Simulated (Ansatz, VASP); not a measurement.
# Ni in VASP and in Ansatz

```
Ni
1.0
     2.52809    0.00000    0.00000
    -1.26405    2.18939    0.00000
     0.00000    0.00000    8.28396
Ni
4
Direct
  0.00000 0.00000 0.00000
  0.00000 0.00000 0.50000
  0.33333 0.66667 0.25000
  0.66667 0.33333 0.75000
```

Alike in both runs: task single point; functional BLYP; k mesh 16 × 16 × 5; occupations fermi-dirac, width 0.05 eV; collinear spin.

|  | VASP | Ansatz |
| --- | --- | --- |
| version | VASP 6.6.1 | Ansatz 0.2.0 |
| potentials or method | VASP PAW PBE potentials, release 64 (Ni), cutoff 520 eV | plane waves (420 eV) with PAW, scalar-relativistic |
| valence electrons in the cell | 40 | 72 |

|  | VASP | Ansatz | Ansatz less VASP |
| --- | --- | --- | --- |
| pressure (GPa) | 0.0 | -0.1 | -0.12 |
| traceless stress, the component that is largest in VASP (GPa) | 0.38 | 0.34 | -0.043 |
| net moment per atom (μB) | 0.60 | 0.61 | +0.014 |
| size of the moment on the site where the two differ most (μB) | 0.62 | 0.65 | +0.037 |

VASP's potentials were made for PBE, not for BLYP. Site moments also hang on the region over which each program counts them. VASP's potentials hold 40 valence electrons a cell and Ansatz's 72, so a difference there can come from the potentials and not from the codes.
